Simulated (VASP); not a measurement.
## HC4: single point with HSE06

The system is HC4, a slab with vacuum.

```
C H
1.0
     2.52225    0.00000    0.00000
     1.26112    2.18433    0.00000
     0.00000    0.00000   19.91508
C H
8 2
Direct
  0.00000 0.00000 0.33420
  0.33333 0.33333 0.35847
  0.33333 0.33333 0.43586
  0.66667 0.66667 0.46144
  0.66667 0.66667 0.53856
  0.00000 0.00000 0.56414
  0.00000 0.00000 0.64153
  0.33333 0.33333 0.66580
  0.33333 0.33333 0.72109
  0.00000 0.00000 0.27891
```

```
Program                            : VASP 6.6.1
Task                               : single point
Functional                         : HSE06
Potentials or basis                : VASP PAW PBE potentials, release 64 (C, H)
Cutoff                             : 520 eV
k mesh                             : 6 × 6 × 1
Occupations                        : gaussian, width 0.01 eV
Spin                               : no spin polarisation
Dipole correction                  : no
Grid for exact exchange (PRECFOCK) : Fast
Further INCAR settings             : ALGO = Normal; EDIFF = 1e-06; NBANDS = 28
Screening parameter                : 0.2079 1/Å
```

The largest force is 0.036 eV/Å. The band gap on the k mesh is 3.45 eV, direct.

Forces on the atoms (eV/Å):
```
C    0.000  0.000 -0.004
C    0.000  0.000  0.000
C    0.000  0.000 -0.001
C    0.000  0.000  0.002
C    0.000  0.000 -0.002
C    0.000  0.000  0.001
C    0.000  0.000  0.000
C    0.000  0.000  0.004
H    0.000  0.000  0.036
H    0.000  0.000 -0.036
```

Levels at points of the mesh, in eV from the valence-band top:
```tsv
k point	band 14	band 15	band 16	band 17	band 18	band 19	band 20	band 21
(0.00, 0.00, 0.00)	-0.94	-0.94	0.00	0.00	3.45	3.63	4.98	6.40
(0.50, 0.00, 0.00)	-4.88	-4.26	-3.22	-3.12	6.48	6.90	7.37	8.26
```

It took 24 min on 1 thread of AMD EPYC 7R13 Processor (Zen 3) (shared host), peak memory 0.31 GiB.

Caveat: the k points lie up to 0.48 Å⁻¹ apart; the PAW data sets were made with another functional, which shifts forces and pressure a little.
